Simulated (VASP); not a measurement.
Here is a VASP 6.6.1 calculation.

Contents of INCAR:

```
SYSTEM = NaH
ALGO = Normal
EDIFF = 1E-7
ENCUT = 520
GGA = CA
ISIF = 2
ISMEAR = -1
LASPH = .True.
LCHARG = .False.
LREAL = .False.
LWAVE = .False.
NBANDS = 11
NELM = 100
PREC = Accurate
SIGMA = 0.03
```

Contents of KPOINTS:

```
k-points
0
Gamma
  9 9 9
  0 0 0
```

The input POSCAR:

```
NaH
1.0
    0.0000000000      2.4400000000      2.4400000000
    2.4400000000      0.0000000000      2.4400000000
    2.4400000000      2.4400000000      0.0000000000
Na H
1 1
Direct
    0.0000000000      0.0000000000      0.0000000000
    0.5000000000      0.5000000000      0.5000000000
```

Potentials or basis: VASP PAW LDA potentials, release 64 (Na_pv, H).

Launch:

```bash
$ cat potpaw_LDA.64/Na_pv/POTCAR potpaw_LDA.64/H/POTCAR > POTCAR
$ mpirun -np 1 vasp_std > vasp.out
```

Question: Predict the band gap on the k mesh.

Answer: 3.67 eV (least direct gap 4.41 eV).

Question: What does it give for the pressure?

Answer: -2.7 GPa.

Caveat: an odd mesh through Γ misses points on the zone boundary, where band edges can lie.
